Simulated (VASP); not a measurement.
Write the native input for VASP 6.6.1 that does the following.

```yaml
Task: single point
Functional: PBE
Dispersion: D3(BJ)
Potentials_or_basis: VASP PAW PBE potentials, release 64 (Si, Li_sv)
Cutoff: 520 eV
k_mesh: 2 × 2 × 2
Occupations: fermi-dirac, width 0.02 eV
Spin: collinear spin
Starting_moments: "[0.0, 0.0, 0.0, 0.0, 0.0, 0.0, 0.0, 0.0, 0.0, 0.0, 0.0, 0.0, 0.0, 0.0, 0.0, 0.0, 1.0] μB"
Dipole_correction: no
Further_INCAR_settings: LREAL = Auto; ALGO = Normal; EDIFF = 1e-06; NBANDS = 52
```

The structure of LiSi16 (a cell with a defect) lies in POSCAR:

```
LiSi16
1.0
    0.0000000000      5.4300000000      5.4300000000
    5.4300000000      0.0000000000      5.4300000000
    5.4300000000      5.4300000000      0.0000000000
Si Li
16 1
Direct
   -0.0008068733     -0.0001484373     -0.0125739965
    0.1228823807      0.1234852133      0.1191752438
   -0.0018262633     -0.0012661825      0.4983218740
    0.1204974608      0.1210498589      0.6206499298
   -0.0061419167      0.4979300945     -0.0025492454
    0.1235787816      0.6202306153      0.1197982946
   -0.0007604639      0.4878222042      0.4994162574
    0.1228697651      0.6196140078      0.6230337276
    0.4973290005     -0.0055535874     -0.0024970121
    0.6196239231      0.1241994500      0.1197869932
    0.4872754228     -0.0001612017      0.4993570293
    0.6190177535      0.1234869061      0.6230480070
    0.4979313015      0.4985134552     -0.0019131378
    0.6219359904      0.6225158595      0.1220947123
    0.4972877654      0.4979411217      0.4940191123
    0.6196340850      0.6202295133      0.6237444224
    0.8699214868      0.8704653090      0.3700692882
```

One way to write it, as run:

INCAR

```
ALGO     = Normal         # electronic algorithm
EDIFF    = 1E-6           # SCF threshold, eV
ENCUT    = 520            # plane-wave cutoff, eV
GGA      = PE             # functional
ISIF     = 2              # what is computed and relaxed
ISMEAR   = -1             # smearing method
ISPIN    = 2              # spin polarisation
IVDW     = 12             # dispersion correction
LASPH    = T              # aspherical terms in the spheres
LCHARG   = F              # write CHGCAR
LORBIT   = 11             # projections on sites
LREAL    = Auto         
LWAVE    = F              # write WAVECAR
MAGMOM   = 0 0 0 0 0 0 0 0 0 0 0 0 0 0 0 0 1 # initial moments
NBANDS   = 52             # bands
NELM     = 150            # most SCF steps
PREC     = Accurate       # precision mode
SIGMA    = 0.02           # smearing width, eV
```

KPOINTS

```
k-points
0
Gamma
  2 2 2
```

Potentials or basis: VASP PAW PBE potentials, release 64 (Si, Li_sv).

Command:

```console
$ cat potpaw_PBE.64/Si/POTCAR potpaw_PBE.64/Li_sv/POTCAR > POTCAR
$ mpirun -np 1 vasp_std > vasp.out
```

It gave:

```json
{
 "Largest force": "0.037 eV/Å",
 "Net moment": "0.03 μB per cell",
 "Valence electrons inside the program's atomic spheres": "Si 1.71, 1.69, 1.70 (each value once); Li 2.12",
 "Dispersion energy per atom": "-0.321 eV"
}
```

Caveat: the k points lie up to 0.50 Å⁻¹ apart.

Wall time 19 min on 1 thread of AMD EPYC 7R43 64-Core Processor (Zen 3), with other jobs on the host, peak memory 0.68 GiB.
